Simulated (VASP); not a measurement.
# Si8O17 (a cell with a defect) in VASP: further runs

The runs below take Si8O17 (a cell with a defect) through single point, with PBE.

Everything below comes from runs of VASP 6.6.1. Logs are shortened: lines on timing, memory, paths and dates and some standing lists are left out, and cuts for length are marked.

## (1) The cell of the first run

The cell holds a defect, 25 atoms: a = 8.726 Å, b = 8.726 Å, c = 7.186 Å, α = 65.69°, β = 65.69°, γ = 48.63°.

## (2) Single point, PBE

The input, INCAR:

```
SYSTEM = Si8O17
ALGO = Normal
EDIFF = 1E-6
ENCUT = 520
GGA = PE
GGA_COMPAT = .False.
ISIF = 2
ISMEAR = -1
LASPH = .True.
LCHARG = .False.
LREAL = .False.
LWAVE = .False.
NBANDS = 85
NELECT = 136.0
NELM = 120
PREC = Accurate
SIGMA = 0.01
```

The input, KPOINTS:

```
k-points
0
Gamma
  1 1 1
  0 0 0
```

The input, POSCAR:

```
Si8O17
1.0
    0.0000000000      5.0813926900      7.0944098900
    5.0813926900      0.0000000000      7.0944098900
    5.0813926900      5.0813926900      0.0000000000
Si O
8 17
Direct
    0.2560486462      0.2437725854      0.4445896879
    0.7488438767      0.7375067577      0.9568117948
    0.0335473758      0.8340347606     -0.0061489485
    0.5866298523      0.1493651632      0.6283469870
    0.4266194362      0.8151173858      0.3915048657
    0.9179845931      0.2939176568      0.8796683925
    0.0124451888     -0.0070719842      0.2957343428
    0.5013203486      0.4857728996      0.7865827668
    0.0610814865      0.2993295280      0.6459709581
    0.5524655025      0.7852460771      0.1552686478
    0.5182396926      0.2897288478      0.7809745627
    1.0287405905      0.8213382214      0.2328805345
    0.4069630434      0.2653522724      0.5053952874
    0.8817744382      0.7845046264      1.0008473767
    0.2010745393      0.8713468143      0.4124852809
    0.6590517614      0.4261384984      0.9082054486
    0.0237667389      0.1607289286      0.0931005845
    0.5557844217      0.5875232677      0.5414524254
    0.4019136755     -0.0173073440      0.4649308588
    0.8749073406      0.5175001466      0.9046998852
    0.2679375130      0.6638096163      0.8833619491
    0.7969027028      0.1140519508      0.4604588903
    0.1994168123      0.3721329380      0.2274751828
    0.6380308890      0.9238919298      0.7615603850
   -0.0425457307      0.0657657448      0.8663563285
```

Potentials or basis: VASP PAW PBE potentials, release 64 (Si, O).

The run is started by

```sh
> cat potpaw_PBE.64/Si/POTCAR potpaw_PBE.64/O/POTCAR > POTCAR
> mpirun -np 1 vasp_gam > vasp.out
```

OUTCAR:

```text
SYSTEM = Si8O17
   EDIFF = 1E-6
   ENCUT = 520
   GGA = PE
   ISIF = 2
   ISMEAR = -1
   LASPH = .True.
   LREAL = .False.
   NELECT = 136.0
   NELM = 120
   PREC = Accurate

 ion  position               nearest neighbor table
   1  0.256  0.244  0.445-  23 1.55   9 1.64  13 1.68  19 1.70   5 3.11   4 3.14
   2  0.749  0.738  0.957-  20 1.58  14 1.63  10 1.64  24 1.65   4 3.09
   3  0.034  0.834  0.994-  25 1.60  14 1.62  21 1.62  12 1.66   7 2.91
   4  0.587  0.149  0.628-  13 1.60  24 1.62  22 1.63  11 1.63   2 3.09   8 3.10   1 3.14
   5  0.427  0.815  0.392-  19 1.61  10 1.61  18 1.63  15 1.64   8 3.01   7 3.11   1 3.11
   6  0.918  0.294  0.880-   9 1.63  17 1.68  16 1.69  20 1.80  25 1.82   7 3.04   8 3.08
   7  0.012  0.993  0.296-  17 1.61  22 1.62  15 1.62  12 1.64   3 2.91   6 3.04   5 3.11
   8  0.501  0.486  0.787-  21 1.61  16 1.61  11 1.63  18 1.64   5 3.01   6 3.08   4 3.10
   9  0.061  0.299  0.646-   6 1.63   1 1.64
  10  0.552  0.785  0.155-   5 1.61   2 1.64
  11  0.518  0.290  0.781-   4 1.63   8 1.63
  12  0.029  0.821  0.233-   7 1.64   3 1.66
  13  0.407  0.265  0.505-   4 1.60   1 1.68
  14  0.882  0.785  0.001-   3 1.62   2 1.63
  15  0.201  0.871  0.412-   7 1.62   5 1.64
  16  0.659  0.426  0.908-   8 1.61   6 1.69
  17  0.024  0.161  0.093-   7 1.61   6 1.68
  18  0.556  0.588  0.541-   5 1.63   8 1.64
  19  0.402  0.983  0.465-   5 1.61   1 1.70
  20  0.875  0.518  0.905-   2 1.58   6 1.80
  21  0.268  0.664  0.883-   8 1.61   3 1.62
  22  0.797  0.114  0.460-   7 1.62   4 1.63
  23  0.199  0.372  0.227-   1 1.55
  24  0.638  0.924  0.762-   4 1.62   2 1.65
  25  0.957  0.066  0.866-   3 1.60   6 1.82

  LATTYP: Found a body centered tetragonal cell.
 ALAT       =     7.1861744579
 C/A-ratio  =     1.9744608015

  Lattice vectors:

 A1 = (  -5.0813926900,   0.0000000000,   7.0944098900)
 A2 = (   5.0813926900,   0.0000000000,   7.0944098900)
 A3 = (   0.0000000000,   5.0813926900,  -7.0944098900)

Analysis of symmetry for initial positions (statically):
=====================================================================
 Subroutine PRICEL returns:
 Original cell was already a primitive cell.

 Routine SETGRP: Setting up the symmetry group for a
 body centered tetragonal supercell.

 Subroutine GETGRP returns: Found  1 space group operations
 (whereof  1 operations were pure point group operations)
 out of a pool of 16 trial point group operations.

The static configuration has the point symmetry C_1 .

[... 136 lines left out ...]
   EDIFFG = 0.1E-04   stopping-criterion for IOM
   NSW    =      0    number of steps for IOM
   IBRION =     -1    ionic relax: 0-MD 1-quasi-New 2-CG
   NFREE  =      0    steps in history (QN), initial steepest desc. (CG)
   ISIF   =      2    stress and relaxation
   ISYM   =      2    0-nonsym 1-usesym 2-fastsym
   POTIM  = 0.5000    time-step for ionic-motion
   TEBEG  =    0.0;   TEEND  =   0.0 temperature during run
   PSTRESS=    0.0 pullay stress
   NELECT =     136.0000    total number of electrons
   NUPDOWN=      -1.0000    fix difference up-down
   EMIN   =  10.00;   EMAX   =-10.00  energy-range for DOS
   EFERMI =   0.00;   METHOD = LEGACY
   ISMEAR =    -1;   SIGMA  =   0.01  broadening in eV -4-tet -1-fermi 0-gaus
   EFERMI_NEDOS =   21; number of points for ismear=-14 and -15
   IALGO  =     38    algorithm
   IMIX   =      4    mixing-type and parameters
     AMIX     =   0.40;   BMIX     =  1.00
     AMIX_MAG =   1.60;   BMIX_MAG =  1.00
  volume/ion in A,a.u.               =      14.65        98.89
  Fermi-wavevector in a.u.,A,eV,Ry     =   1.176568  2.223392 18.834727  1.384313
  Thomas-Fermi vector in A             =   2.312930
   LORBIT       =      0    0 simple, 1 ext, 2 COOP (PROOUT), +10 PAW based schemes
   GGA     = PE    functional components
   LHFCALC =     F    Hartree Fock is set to
   AEXX    =    0.0000 exact exchange contribution
   IVDW    =     0    specifies the selected vdW correction
   LEPSILON=     F    determine dielectric tensor
   LRPA    =     F    only Hartree local field effects (RPA)
 non-spin polarized calculation
  energy-cutoff  :      520.00
  volume of cell :      366.36
 maximum number of plane-waves:      4932
 NGX is ok and might be reduce to    70
   NGX = 33   NGY = 33   NGZ = 27

 number of electron     136.0000001 magnetization

 Free energy of the ion-electron system (eV)
  ---------------------------------------------------
  ext. energy  EPLUGINS =         0.00000000
  ---------------------------------------------------
  free energy    TOTEN  =      -188.86483067 eV

  energy without entropy =     -188.86483067  energy(sigma->0) =     -188.86483067

 E-fermi :   1.8920     XC(G=0):  -8.4306

 val. band max:        1.6349028890   @ k =   0.0000   0.0000   0.0000
 cond. band min:       5.3830010796   @ k =   0.0000   0.0000   0.0000
 fundamental gap:      3.7480981906
 Fermi energy:         1.8920271642

 k-point     1 :       0.0000    0.0000    0.0000
  band No.  band energies     occupation
      1     -19.5999      2.00000
      2     -18.8473      2.00000
      3     -18.8062      2.00000
      4     -18.7260      2.00000
      5     -18.6244      2.00000
      6     -18.2270      2.00000
[... 72 lines left out ...]
     79       9.3573      0.00000
     80       9.4054      0.00000
 [bands above 80 left out]

------------------------ aborting loop because EDIFF is reached ----------------------------------------

  FORCE on cell =-STRESS in cart. coord.  units (eV):
  Direction    XX          YY          ZZ          XY          YZ          ZX
  --------------------------------------------------------------------------------------
  -------------------------------------------------------------------------------------
  Total       12.4917448     18.6456338     14.9353442      0.4267221     -1.7461456     -3.4654933
  in kB       54.6288296     81.5409829     65.3151651      1.8661385     -7.6362342    -15.1552763
  external PRESSURE =      67.1616592 kB  Pullay stress =       0.0000000 kB

 VOLUME and BASIS-vectors are now :
 -----------------------------------------------------------------------------
  energy-cutoff  :      520.00
  volume of cell :      366.36
      direct lattice vectors                 reciprocal lattice vectors
     0.000000000  5.081392690  7.094409890    -0.098398221  0.098398221  0.070478025
     5.081392690  0.000000000  7.094409890     0.098398221 -0.098398221  0.070478025
     5.081392690  5.081392690  0.000000000     0.098398221  0.098398221 -0.070478025

 POSITION                                       TOTAL-FORCE (eV/Angst)
 -----------------------------------------------------------------------------------
      3.49784      3.56022      3.54594         0.063729      0.109494     -0.031257
      8.60950      8.66711     10.54478         0.035360     -0.010536      0.005063
      9.28821      5.22061      6.15498        -0.058433      0.032734     -0.070667
      3.95186      6.17377      5.22145         0.001294      0.005949      0.016365
      6.13132      4.15721      8.80939        -0.014079     -0.001002     -0.006459
      5.96345      9.13458      8.59773         0.028282     -0.011879      0.040460
[... 17 lines left out ...]
      8.56445      7.11187     11.08092         0.000220      0.016427      0.000084
      4.73648      9.26750      7.25914         0.037973     -0.026783      0.046837
 -----------------------------------------------------------------------------------
    total drift:                               -0.001438     -0.000508     -0.000500

  FREE ENERGIE OF THE ION-ELECTRON SYSTEM (eV)
  ---------------------------------------------------
  free  energy   TOTEN  =      -188.8648306688 eV

  energy  without entropy=     -188.8648306688  energy(sigma->0) =     -188.86483067
```

stdout:

```text
POSCAR found type information on POSCAR SiO
 POSCAR found :  2 types and      25 ions
 scaLAPACK will be used
 -----------------------------------------------------------------------------
|                                                                             |
|                                                                             |
|     You have a (more or less) 'large supercell' and for larger cells it     |
|     might be more efficient to use real-space projection operators.         |
|     Therefore, try LREAL= Auto in the INCAR file.                           |
|     Mind: For very accurate calculation, you might also keep the            |
|     reciprocal projection scheme (i.e. LREAL=.FALSE.).                      |
|                                                                             |
 -----------------------------------------------------------------------------

 LDA part: xc-table for (Slater+PW92), standard interpolation
 POSCAR, INCAR and KPOINTS ok, starting setup
 FFT: planning ... GRIDC
 FFT: planning ... GRID_SOFT
 FFT: planning ... GRID
 WAVECAR not read
 entering main loop
 the old and the new charge density differ
 old charge density:   134.00000 new  136.00000
    0.417E+01
```

It took 51 s on 1 thread of Intel Xeon Platinum 8488C (Sapphire Rapids), shared host; peak memory 0.52 GiB.

Results:

- Free energy: -188.8648 eV
- Largest force: 0.153 eV/Å

Forces in eV/Å, atoms in the order of the input:
```
Si   0.064  0.109 -0.031
Si   0.035 -0.011  0.005
Si  -0.058  0.033 -0.071
Si   0.001  0.006  0.016
Si  -0.014 -0.001 -0.006
Si   0.028 -0.012  0.040
Si   0.045  0.050 -0.012
Si   0.024 -0.006 -0.031
O   -0.032  0.006  0.018
O   -0.005  0.008  0.013
O   -0.006 -0.005  0.011
O   -0.007 -0.006 -0.011
O   -0.008 -0.028 -0.032
O   -0.008 -0.013 -0.004
O   -0.009  0.003  0.016
O   -0.007  0.023  0.009
O   -0.013 -0.015  0.007
O    0.001  0.005 -0.005
O    0.025 -0.006  0.020
O   -0.048  0.007 -0.037
O    0.005 -0.001  0.000
O   -0.004  0.000 -0.014
O   -0.048 -0.136  0.052
O    0.000  0.016  0.000
O    0.038 -0.027  0.047
```

Caveat: the k points lie up to 0.98 Å⁻¹ apart; the cell carries a net charge on a neutralising background, which shifts energy and pressure; the cell is charged against a uniform background, so pressure and absolute levels hang on convention.

## (3) Single point, PBE

The input, INCAR:

```
PREC     = Accurate       # precision mode
ENCUT    = 520            # plane-wave cutoff, eV
EDIFF    = 1E-6           # SCF threshold, eV
ISMEAR   = -1             # smearing method
SIGMA    = 0.01           # smearing width, eV
LREAL    = False          # projectors in reciprocal space
LASPH    = True           # aspherical terms in the spheres
NELM     = 120            # most SCF steps
ALGO     = Normal         # electronic algorithm
ISIF     = 2              # what is computed and relaxed
LWAVE    = False          # write WAVECAR
LCHARG   = True           # write CHGCAR
GGA      = PE             # functional
LELF     = True           # ELF
LVHAR    = True         
NBANDS   = 85             # bands
NELECT   = 136.0        
GGA_COMPAT= False
```

The input, KPOINTS:

```
Automatic mesh
0
Gamma
  1 1 1
```

The input, POSCAR:

```
Si8O17
1.0
    0.0000000000      5.0813926900      7.0944098900
    5.0813926900      0.0000000000      7.0944098900
    5.0813926900      5.0813926900      0.0000000000
Si O
8 17
Direct
    0.2420920569      0.2324265413      0.4608242567
    0.7364639161      0.7499654957      0.9660851913
    0.0092977733      0.8680754281     -0.0208290072
    0.5638574971      0.1654172067      0.6386878834
    0.4162689319      0.8160977668      0.3908421070
    0.9054355195      0.3280195348      0.8897393664
   -0.0130449446      0.0061159240      0.3082113457
    0.4863603673      0.4952015301      0.7969967509
    0.0932995489      0.2347976023      0.6975204996
    0.5483672582      0.7633899393      0.1609435716
    0.4801072686      0.3144304075      0.7905276076
    0.9950279993      0.8468167427      0.2384654745
    0.3930645455      0.2649668784      0.5120061236
    0.8870486169      0.7595352765      1.0254697469
    0.1852800341      0.8842789253      0.4133768171
    0.6787388746      0.3895286501      0.9022880538
   -0.0137533697      0.1826748264      0.1069058437
    0.5386581098      0.5969828229      0.5522486683
    0.4152077783     -0.0177531748      0.4381769176
    0.8621963837      0.5462554025      0.8731531174
    0.2716707173      0.6728199579      0.9144628895
    0.7788410839      0.1276963284      0.4812522340
    0.2059345507      0.4021240565      0.2352443566
    0.6149810517      0.9435649088      0.7835973641
    0.0645360191      0.3281141383      0.3203223319
```

Potentials or basis: VASP PAW PBE potentials, release 64 (Si, O).

The run is started by

```sh
> cat potpaw_PBE.64/Si/POTCAR potpaw_PBE.64/O/POTCAR > POTCAR
> mpirun -np 1 vasp_gam > vasp.out
```

Wall time 56 s (1 thread of Intel Xeon Platinum 8488C (Sapphire Rapids), shared host); peak memory 0.54 GiB.

It converged, with:

```
Free energy   : -183.3588 eV
Largest force : 0.221 eV/Å
```

Forces on the atoms (eV/Å):
```
Si   0.038  0.149 -0.009
Si  -0.026  0.001 -0.030
Si  -0.020  0.017 -0.006
Si   0.011  0.014  0.007
Si  -0.048  0.005 -0.019
Si   0.007  0.009  0.003
Si   0.065  0.038  0.036
Si   0.020  0.029 -0.016
O   -0.020 -0.009  0.012
O    0.007  0.004  0.007
O   -0.014 -0.005  0.009
O   -0.032 -0.009 -0.035
O   -0.011 -0.039 -0.032
O    0.010 -0.010  0.035
O   -0.001 -0.011  0.009
O   -0.014  0.005  0.016
O   -0.005 -0.001 -0.013
O    0.009  0.014 -0.014
O    0.036 -0.023  0.018
O    0.009  0.001 -0.012
O    0.014 -0.029  0.000
O   -0.004  0.005 -0.007
O   -0.029 -0.051  0.213
O    0.007 -0.002  0.017
O   -0.008 -0.100 -0.187
```

Levels at points of the mesh, in eV from the Fermi level:
```csv
k point,band 64,band 65,band 66,band 67,band 68,band 69,band 70,band 71,band 72,band 73
"(0.00, 0.00, 0.00)",-3.25,-3.07,-2.04,-0.80,-0.34,2.71,3.07,4.55,4.92,5.49
```

Caveat: the k points lie up to 0.98 Å⁻¹ apart; the cell carries a net charge on a neutralising background, which shifts energy and pressure; the cell is charged against a uniform background, so pressure and absolute levels hang on convention.

## (4) Single point, PBE

The input, INCAR:

```
SYSTEM = Si8O17
PREC = Accurate
ENCUT = 520
EDIFF = 1E-6
ISMEAR = -1
SIGMA = 0.01
LREAL = .FALSE.
LASPH = .TRUE.
NELM = 120
ALGO = Normal
ISIF = 2
LWAVE = .FALSE.
LCHARG = .FALSE.
GGA = PE
NELECT = 136.0
NBANDS = 85
GGA_COMPAT = .FALSE.
```

The input, KPOINTS:

```
regular mesh
0
G
  1 1 1
  0 0 0
```

The input, POSCAR:

```
Si8O17
1.0
    0.0000000000      5.0813926900      7.0944098900
    5.0813926900      0.0000000000      7.0944098900
    5.0813926900      5.0813926900      0.0000000000
Si O
8 17
Direct
    0.2560487188      0.2437725567      0.4445897119
    0.7488438672      0.7375068178      0.9568117529
    0.0335473304      0.8340347653     -0.0061489362
    0.5866297714      0.1493651994      0.6283469833
    0.4266194015      0.8151174218      0.3915049304
    0.9179845549      0.2939176517      0.8796684818
    0.0124451675     -0.0070719228      0.2957343210
    0.5013202731      0.4857729606      0.7865827486
    0.0610815100      0.2993295798      0.6459709103
    0.5524654360      0.7852461070      0.1552686872
    0.5182397576      0.2897287822      0.7809745332
    1.0287405725      0.8213381802      0.2328804813
    0.4069630196      0.2653522362      0.5053953204
    0.8817744502      0.7845046602      1.0008474182
    0.2010745279      0.8713468740      0.4124852165
    0.6590517218      0.4261386068      0.9082054232
    0.0237668127      0.1607288706      0.0931005574
    0.5557843497      0.5875232862      0.5414524395
    0.4019137152     -0.0173073783      0.4649309215
    0.8749072792      0.5175001448      0.9046999174
    0.2679375697      0.6638095526      0.8833619572
    0.7969027414      0.1140519539      0.4604588501
    0.1994168432      0.3721328787      0.2274751788
    0.6380309306      0.9238919314      0.7615603692
   -0.0425457379      0.0657657101      0.8663563063
```

The run is started by

```sh
> cat potpaw_PBE.64/Si/POTCAR potpaw_PBE.64/O/POTCAR > POTCAR
> mpirun -np 1 vasp_gam > vasp.out
```

Wall time 48 s (1 thread of Intel Xeon Platinum 8488C (Sapphire Rapids), shared host); peak memory 0.53 GiB.

The run converged. Its results:

```
Free energy   : -188.8648 eV
Largest force : 0.153 eV/Å
```

Forces in eV/Å, atoms in the order of the input:
```
Si   0.064  0.109 -0.031
Si   0.035 -0.011  0.005
Si  -0.058  0.033 -0.071
Si   0.001  0.006  0.016
Si  -0.014 -0.001 -0.006
Si   0.028 -0.012  0.040
Si   0.045  0.050 -0.012
Si   0.024 -0.006 -0.031
O   -0.032  0.006  0.018
O   -0.005  0.008  0.013
O   -0.006 -0.005  0.011
O   -0.007 -0.006 -0.011
O   -0.008 -0.028 -0.032
O   -0.008 -0.013 -0.004
O   -0.009  0.003  0.016
O   -0.007  0.023  0.009
O   -0.013 -0.015  0.007
O    0.001  0.005 -0.005
O    0.025 -0.006  0.020
O   -0.048  0.007 -0.037
O    0.005 -0.002  0.000
O   -0.004  0.000 -0.014
O   -0.048 -0.136  0.052
O    0.000  0.016  0.000
O    0.038 -0.027  0.047
```

Levels at points of the mesh, in eV from the Fermi level:
| k point | band 64 | band 65 | band 66 | band 67 | band 68 | band 69 | band 70 | band 71 | band 72 | band 73 |
| --- | --- | --- | --- | --- | --- | --- | --- | --- | --- | --- |
| (0.00, 0.00, 0.00) | -1.84 | -1.64 | -1.45 | -0.32 | -0.26 | 3.49 | 6.53 | 6.56 | 6.65 | 6.71 |

Caveat: the k points lie up to 0.98 Å⁻¹ apart; the cell carries a net charge on a neutralising background, which shifts energy and pressure; the cell is charged against a uniform background, so pressure and absolute levels hang on convention.
